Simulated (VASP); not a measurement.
Set up this calculation in VASP 6.6.1, as the native input.

```yaml
Task: single point
Functional: PBE
Potentials_or_basis: VASP PAW PBE potentials, release 64 (Al, Ru_pv)
Cutoff: 520 eV
k_mesh: 20 × 20 × 20
Occupations: gaussian, width 0.15 eV
Spin: no spin polarisation
Dipole_correction: no
Further_INCAR_settings: ALGO = Fast; EDIFF = 1e-06; NBANDS = 16
```

The structure of AlRu lies in POSCAR:

```
AlRu
1.0
    3.0040847246      0.0000000000      0.0000000000
    0.0000000000      2.9590234537      0.0000000000
    0.0000000000      0.0000000000      3.0040847246
Al Ru
1 1
Direct
    0.0000000000      0.0000000000      0.0000000000
    0.5000000000      0.5000000000      0.5000000000
```

This cell differs from its parent crystal: strain -0.0150 x Voigt [0, 1, 0, 0, 0, 0].

These files were run (other wordings do the same):

INCAR

```
PREC = Accurate
ENCUT = 520
EDIFF = 1E-6
ISMEAR = 0
SIGMA = 0.15
LREAL = F
LASPH = T
NELM = 100
ALGO = Fast
ISIF = 2
LWAVE = F
LCHARG = F
GGA = PE
NBANDS = 16
```

KPOINTS

```
Automatic mesh
0
Gamma
  20 20 20
```

Potentials or basis: VASP PAW PBE potentials, release 64 (Al, Ru_pv).

Run with:

```sh
$ cat potpaw_PBE.64/Al/POTCAR potpaw_PBE.64/Ru_pv/POTCAR > POTCAR
$ mpirun -np 1 vasp_std > vasp.out
```

It gave:

The pressure is 3.2 GPa. The band gap on the k mesh is zero (an odd number of electrons rules out a gap without spin polarisation).

Caveat: the cell differs from its parent crystal (strain -0.0150 x Voigt [0, 1, 0, 0, 0, 0]); the cell stands under pressure.

Run time: 66 s on 1 thread of Intel(R) Xeon(R) 6975P-C (Granite Rapids) (shared host), peak memory 0.38 GiB.
